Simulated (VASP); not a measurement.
# PbS (Fm-3m) in VASP: notebook, part 2 of 2

VASP 6.6.1.

### Step 3. Relaxation of cell and atoms, r2SCAN

This run uses another cell than the first one, of 27.10 Å³/atom, 1.437 times its volume.

The input, POSCAR:

```
PbS
1.0
    0.0000000000      3.0038467816      3.0038467816
    3.0038467816      0.0000000000      3.0038467816
    3.0038467816      3.0038467816      0.0000000000
Pb S
1 1
Direct
    0.0000000000      0.0000000000      0.0000000000
    0.5000000000      0.5000000000      0.5000000000
```

The input, INCAR.step1:

```
SYSTEM = PbS
  PREC = Accurate
  ENCUT = 600
  ISMEAR = -1
  SIGMA = 0.02
  LREAL = .FALSE.
  LASPH = .TRUE.
  NELM = 60
  GGA = PE
  ALGO = Normal
  EDIFF = 1E-4
  LWAVE = .TRUE.
  LCHARG = .FALSE.
```

The input, INCAR.step2:

```
SYSTEM = PbS
  PREC = Accurate
  ENCUT = 600
  EDIFF = 1E-7
  ISMEAR = -1
  SIGMA = 0.02
  LREAL = .FALSE.
  LASPH = .TRUE.
  NELM = 60
  ALGO = Normal
  ISIF = 3
  LWAVE = .FALSE.
  LCHARG = .FALSE.
  METAGGA = R2SCAN
  LMIXTAU = .TRUE.
  IBRION = 2
  NSW = 80
  EDIFFG = -0.005
  ISTART = 1
```

The input, KPOINTS:

```
Automatic mesh
0
G
  6 6 6
  0 0 0
```

Potentials or basis: VASP PAW PBE potentials, release 64 (Pb_d, S).

Launch:

```console
$ cat potpaw_PBE.64/Pb_d/POTCAR potpaw_PBE.64/S/POTCAR > POTCAR
$ cp INCAR.step1 INCAR
$ mpirun -np 1 vasp_std > vasp.out
$ cp INCAR.step2 INCAR
$ mpirun -np 1 vasp_std > vasp.out
```

OUTCAR:

```text
SYSTEM = PbS
   PREC = Accurate
   ENCUT = 600
   EDIFF = 1E-7
   ISMEAR = -1
   LREAL = .FALSE.
   LASPH = .TRUE.
   NELM = 60
   ISIF = 3
   METAGGA = R2SCAN
   IBRION = 2
   NSW = 80
   EDIFFG = -0.005
   ISTART = 1

 ion  position               nearest neighbor table
   1  0.000  0.000  0.000-   2 3.00   2 3.00   2 3.00   2 3.00   2 3.00   2 3.00
   2  0.500  0.500  0.500-   1 3.00   1 3.00   1 3.00   1 3.00   1 3.00   1 3.00

  LATTYP: Found a face centered cubic cell.
 ALAT       =     6.0076935632

  Lattice vectors:

 A1 = (   0.0000000000,   3.0038467816,   3.0038467816)
 A2 = (   3.0038467816,   0.0000000000,   3.0038467816)
 A3 = (   3.0038467816,   3.0038467816,   0.0000000000)

Analysis of symmetry for initial positions (statically):
=====================================================================
 Subroutine PRICEL returns:
 Original cell was already a primitive cell.

[... 171 lines left out ...]
  external PRESSURE =      -9.1944612 kB  Pullay stress =       0.0000000 kB
[... 59 lines left out ...]
--------------------------------------- Ionic step        3  -------------------------------------------

 number of electron      20.0000000 magnetization

 Free energy of the ion-electron system (eV)
  ---------------------------------------------------
  ext. energy  EPLUGINS =         0.00000000
  ---------------------------------------------------
  free energy    TOTEN  =       -65.61373816 eV

  energy without entropy =      -65.61373816  energy(sigma->0) =      -65.61373816

 E-fermi :   5.7431     XC(G=0): -10.1450

 val. band max:        5.3910721336   @ k =   0.5000   0.0000   0.0000
 cond. band min:       6.0953447587   @ k =   0.5000   0.0000   0.0000
 fundamental gap:      0.7042726251
 Fermi energy:         5.7430643339

 k-point     1 :       0.0000    0.0000    0.0000
  band No.  band energies     occupation
      1     -12.0039      2.00000
      2     -12.0039      2.00000
      3     -12.0039      2.00000
      4     -11.9874      2.00000
      5     -11.9874      2.00000
      6      -8.6009      2.00000
      7      -0.7348      2.00000
      8       3.1932      2.00000
      9       3.1932      2.00000
     10       3.1932      2.00000
     11      10.9037      0.00000
     12      10.9037      0.00000
     13      10.9037      0.00000
     14      12.6049      0.00000
[... 282 lines left out ...]
  FREE ENERGIE OF THE ION-ELECTRON SYSTEM (eV)
  ---------------------------------------------------
  free  energy   TOTEN  =       -65.6137381582 eV

  energy  without entropy=      -65.6137381576  energy(sigma->0) =      -65.61373816

 reached required accuracy - stopping structural energy minimisation
```

OUTCAR.step1:

```text
SYSTEM = PbS
   PREC = Accurate
   ENCUT = 600
   ISMEAR = -1
   LREAL = .FALSE.
   LASPH = .TRUE.
[... 482 lines left out ...]
      0.00000      0.00000      0.00000        -0.000000     -0.000000      0.000000
      3.00385      3.00385      3.00385         0.000000      0.000000     -0.000000
 -----------------------------------------------------------------------------------
    total drift:                                0.000000      0.000000      0.000000

  FREE ENERGIE OF THE ION-ELECTRON SYSTEM (eV)
  ---------------------------------------------------
  free  energy   TOTEN  =        -8.7713724260 eV

  energy  without entropy=       -8.7713723486  energy(sigma->0) =       -8.77137239
```

OSZICAR.step1:

```text
N       E                     dE             d eps       ncg     rms          rms(c)
DAV:   1     0.168584845432E+03    0.16858E+03   -0.10734E+04   448   0.164E+03
DAV:   2     0.543027123234E+01   -0.16315E+03   -0.16028E+03   472   0.369E+02
DAV:   3    -0.887970723571E+01   -0.14310E+02   -0.14008E+02   598   0.111E+02
DAV:   4    -0.927261173092E+01   -0.39290E+00   -0.39260E+00   492   0.215E+01
DAV:   5    -0.928730252270E+01   -0.14691E-01   -0.14690E-01   658   0.413E+00    0.437E+00
DAV:   6    -0.876561941978E+01    0.52168E+00   -0.16462E+00   646   0.970E+00    0.308E+00
DAV:   7    -0.876790413543E+01   -0.22847E-02   -0.15640E-01   486   0.223E+00    0.182E+00
DAV:   8    -0.877174778167E+01   -0.38436E-02   -0.18384E-02   508   0.168E+00    0.326E-01
DAV:   9    -0.877113342084E+01    0.61436E-03   -0.40099E-03   678   0.617E-01    0.988E-02
DAV:  10    -0.877136676471E+01   -0.23334E-03   -0.42323E-04   484   0.137E-01    0.620E-02
DAV:  11    -0.877137242602E+01   -0.56613E-05   -0.60859E-05   356   0.989E-02
   1 F= -.87713724E+01 E0= -.87713724E+01  d E =-.773915E-07
```

Run time: 2.7 min. Hardware: 1 thread of AMD EPYC 9R45 (Zen 5), shared host; peak memory 0.2 GiB.

Results:

| Quantity | Value |
| --- | --- |
| Free energy | -65.6137 eV |
| Relaxed volume | 26.66 Å³/atom |
| Relaxed cell | a = 4.225 Å, b = 4.225 Å, c = 4.225 Å, α = 60.00°, β = 60.00°, γ = 60.00° |
| Space group after relaxing (to 0.05 Å) | Fm-3m (No. 225) |
| Energy gained by relaxing | 1.3 meV/atom |
| Ionic steps | 3 |
| Pressure after relaxing | 0.0 GPa |
| Band gap on the k mesh | 0.70 eV, direct |

The path:
| step | energy change (eV) | largest force (eV/Å) | pressure (GPa) | volume (Å³) |
| --- | --- | --- | --- | --- |
| 1 | 0.0000 | 0.0000 | -0.92 | 54.21 |
| 2 | -0.0022 | 0.0000 | 0.37 | 53.00 |
| 3 | -0.0026 | 0.0000 | 0.00 | 53.33 |

Final structure:
```
Pb S
1.0
     0.00000    2.98747    2.98747
     2.98747    0.00000    2.98747
     2.98747    2.98747    0.00000
Pb S
1 1
Direct
  0.00000 0.00000 0.00000
  0.50000 0.50000 0.50000
```

Caveat: the PAW data sets were made with another functional, which shifts forces and pressure a little; spin-orbit coupling is left out, which moves the levels of the heavy elements.

### Step 4. Single point, PBE, non-collinear spin, zero start, spin-orbit coupling

This run uses another cell than the first one, of 26.66 Å³/atom, 1.414 times its volume.

The input, INCAR:

```
  ALGO = Normal
  EDIFF = 1E-6
  ENCUT = 520
  GGA = PE
  GGA_COMPAT = False
  ISIF = 2
  ISMEAR = -1
  LASPH = True
  LCHARG = False
  LORBIT = 11
  LORBMOM = True
  LREAL = False
  LSORBIT = True
  LWAVE = False
  MAGMOM = 0 0 0 0 0 0
  NBANDS = 32
  NELM = 150
  PREC = Accurate
  SIGMA = 0.02
```

The input, KPOINTS:

```
k-points
0
Gamma
  8 8 8
```

The input, POSCAR:

```
PbS
1.0
    0.0000000000      2.9872326701      2.9872326701
    2.9872326701      0.0000000000      2.9872326701
    2.9872326701      2.9872326701      0.0000000000
Pb S
1 1
Direct
    0.0000000000      0.0000000000      0.0000000000
    0.5000000000      0.5000000000      0.5000000000
```

Launch:

```console
$ cat potpaw_PBE.64/Pb_d/POTCAR potpaw_PBE.64/S/POTCAR > POTCAR
$ mpirun -np 1 vasp_ncl > vasp.out
```

It took 62 s on 1 thread of AMD EPYC 9R45 (Zen 5), shared host; peak memory 0.31 GiB.

It converged, with:

```
Free energy                                           : -9.1443 eV
Pressure                                              : 0.7 GPa
Net moment                                            : 0.00 μB per cell
Valence electrons inside the program's atomic spheres : Pb 11.84; S 3.68
```

Moments on the atoms (μB; x, y, z):
```
Pb  0.00 0.00 0.00
S   0.00 0.00 0.00
```

### Step 5. Overview

| task | level | spin | cell | k mesh | cutoff (eV) | gap on the mesh (eV) | pressure (GPa) | relaxed volume (Å³/atom) |
| --- | --- | --- | --- | --- | --- | --- | --- | --- |
| relaxation of cell and atoms | PBE | off | relaxed from a = 3.764 Å, angles 60.0°, 2 atoms | 8 × 8 × 8 | 600 | 0.49 | 0.0 | 27.08 |
| relaxation of cell and atoms | r2SCAN | off | relaxed from a = 4.248 Å, angles 60.0°, 2 atoms | 6 × 6 × 6 | 600 | 0.70 | 0.0 | 26.66 |
| single point | PBE | non-collinear, zero start, SOC | a = 4.225 Å, angles 60.0°, 2 atoms | 8 × 8 × 8 | 520 | - | 0.7 | - |

Alike in all rows: potentials or basis VASP PAW PBE potentials, release 64 (Pb_d, S); smearing fermi-dirac 0.02 eV.

Caveats: spin-orbit coupling is left out, which moves the levels of the heavy elements (some runs); the volume moved by over 15 % at a fixed basis, so the end points are rough (some runs); the PAW data sets were made with another functional, which shifts forces and pressure a little (some runs).

Absolute energies hang on the potentials; compare differences alone.
